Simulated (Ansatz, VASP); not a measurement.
One calculation of AlAs, two programs

The input INCAR:

```
SYSTEM = AlAs
PREC = Accurate
ENCUT = 500
EDIFF = 1E-6
ISMEAR = 0
SIGMA = 0.05
LREAL = .FALSE.
LASPH = .TRUE.
NELM = 120
ALGO = Normal
ISIF = 2
LWAVE = .FALSE.
LCHARG = .FALSE.
GGA = PS
NBANDS = 11
GGA_COMPAT = .FALSE.
```

File KPOINTS:

```
regular mesh
0
G
  8 8 8
  0 0 0
```

File POSCAR:

```
AlAs
1.0
    0.0000000000      2.9719200000      2.9719200000
    2.9719200000      0.0000000000      2.9719200000
    2.9719200000      2.9719200000      0.0000000000
Al As
1 1
Direct
    0.0000000000      0.0000000000      0.0000000000
    0.7500000000      0.7500000000      0.7500000000
```

Input for Ansatz:

```yaml
crystal:
  lattice:
    - [0.0, 2.97192, 2.97192]
    - [2.97192, 0.0, 2.97192]
    - [2.97192, 2.97192, 0.0]
  atoms:
    - { symbol: Al, position: [0.0, 0.0, 0.0] }
    - { symbol: As, position: [0.75, 0.75, 0.75] }
basis:
  ecutwfc: 420
kpoints:
  mp_grid: { grid: [8, 8, 8] }
hamiltonian:
  xc: pbesol
scf:
  occupations: { method: gaussian, width: 0.05 }
output:
  forces: true
  stress: true
  eigenvalues: true
```

Change from the starting cell: strain +0.050 along x and y, +0.050 along z, atoms carried along.

Alike in both runs: task single point; functional PBEsol; k mesh 8 × 8 × 8; occupations gaussian, width 0.05 eV; no spin polarisation.

```csv
,VASP,Ansatz
version,VASP 6.6.1,Ansatz 0.2.0
potentials or method,"VASP PAW PBE potentials, release 64 (Al, As), cutoff 500 eV","scalar-relativistic, plane waves, PAW"
valence electrons in the cell,8,18
```

```csv
,VASP,Ansatz,Ansatz less VASP
gap on the k mesh at the Fermi level (eV),0.89,0.88,-0.012
least direct gap on the mesh (eV),0.89,0.88,-0.012
pressure (GPa),-7.3,-7.4,-0.14
```

VASP's potentials were made for PBE, not for PBEsol. VASP's potentials hold 8 valence electrons a cell and Ansatz's 18, so a difference there can come from the potentials and not from the codes.
